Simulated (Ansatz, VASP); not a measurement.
One calculation of SnTe, two programs

The input INCAR:

```
SYSTEM = SnTe
PREC = Accurate
ENCUT = 600
EDIFF = 1E-7
ISMEAR = 0
SIGMA = 0.1
LREAL = .False.
LASPH = .True.
NELM = 60
ALGO = Normal
ISIF = 3
LWAVE = .False.
LCHARG = .False.
GGA = PS
IBRION = 2
NSW = 100
EDIFFG = -0.005
```

KPOINTS

```
regular mesh
0
Gamma
  12 12 12
  0 0 0
```

POSCAR

```
SnTe
1.0
    0.0000000000      3.1858130663      3.1858130663
    3.1858130663      0.0000000000      3.1858130663
    3.1858130663      3.1858130663      0.0000000000
Sn Te
1 1
Direct
    0.0000000000      0.0000000000      0.0000000000
    0.5000000000      0.5000000000      0.5000000000
```

Input for Ansatz:

```yaml
crystal:
  lattice:
    - [0.0, 3.1858130663, 3.1858130663]
    - [3.1858130663, 0.0, 3.1858130663]
    - [3.1858130663, 3.1858130663, 0.0]
  atoms:
    - { symbol: Sn, position: [0.0, 0.0, 0.0] }
    - { symbol: Te, position: [0.5, 0.5, 0.5] }
basis:
  ecutwfc: 420
kpoints:
  mp_grid: { grid: [12, 12, 12] }
hamiltonian:
  xc: pbesol
scf:
  occupations: { method: gaussian, width: 0.1 }
output:
  forces: true
  stress: true
  eigenvalues: true
relax:
  adjacent_minimum: "off"
  f_tol: 0.005
  max_steps: 80
  cell: { stress_tol: 0.05 }
```

Alike in both runs: task relaxation of cell and atoms; functional PBEsol; k mesh 12 × 12 × 12; occupations gaussian, width 0.1 eV; no spin polarisation.

|  | VASP | Ansatz |
| --- | --- | --- |
| version | VASP 6.6.1 | Ansatz 0.2.0 |
| potentials or method | VASP PAW PBE potentials, release 64 (Sn_d, Te), cutoff 600 eV | scalar-relativistic, plane waves, PAW |
| valence electrons in the cell | 20 | 30 |

```csv
,VASP,Ansatz,Ansatz less VASP
"gap on the k mesh at the Fermi level, each at its own relaxed structure (eV)",0.16,0.16,-0.001
relaxed volume (Å³/atom),31.11,31.11,+0.004
relaxed length of the cell vector where the two differ most in proportion (Å),4.448,4.448,+0.0002
```

VASP's potentials were made for PBE, not for PBEsol. VASP's potentials hold 20 valence electrons a cell and Ansatz's 30, so a difference there can come from the potentials and not from the codes.

Neither program's run includes spin-orbit coupling.
